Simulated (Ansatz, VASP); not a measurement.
## WS: VASP beside Ansatz

```
CELL_PARAMETERS angstrom
3.44485 0.00000 0.00000
0.00000 3.44485 0.00000
0.00000 0.00000 3.44485
ATOMIC_POSITIONS crystal
W 0.50000 0.50000 0.50000
S 0.00000 0.00000 0.00000
```

Alike in both runs: task relaxation of cell and atoms; functional HF; k mesh 4 × 4 × 4; occupations fermi-dirac, width 0.05 eV; no spin polarisation.

|  | VASP | Ansatz |
| --- | --- | --- |
| version | VASP 6.6.1 | Ansatz 0.2.0 |
| potentials or method | VASP PAW PBE potentials, release 64 (W_sv, S) | Ansatz PAW |
| plane-wave cutoff (eV) | 600 | 420 |
| valence electrons in the cell | 20 | 20 |

Ansatz gave:

```
gap on the k mesh at the Fermi level, each at its own relaxed structure (eV) : 6.03
relaxed volume (Å³/atom)                                                     : 17.92
relaxed length of the cell vector where the two differ most in proportion (Å)              : 3.297
```

Problem. Which values does VASP return?

Solution. gap on the k mesh at the Fermi level, each at its own relaxed structure (eV): 6.21; relaxed volume (Å³/atom): 17.66; relaxed length of the cell vector where the two differ most in proportion (Å): 3.281.

VASP's potentials were made for PBE, not for HF.

The k mesh is coarse, so the values compare programs but aren't converged. Spin-orbit coupling is off throughout. Noted on Ansatz's run: the plane-wave basis is chosen anew once the cell has moved, so the energies of steps on either side of that aren't comparable.
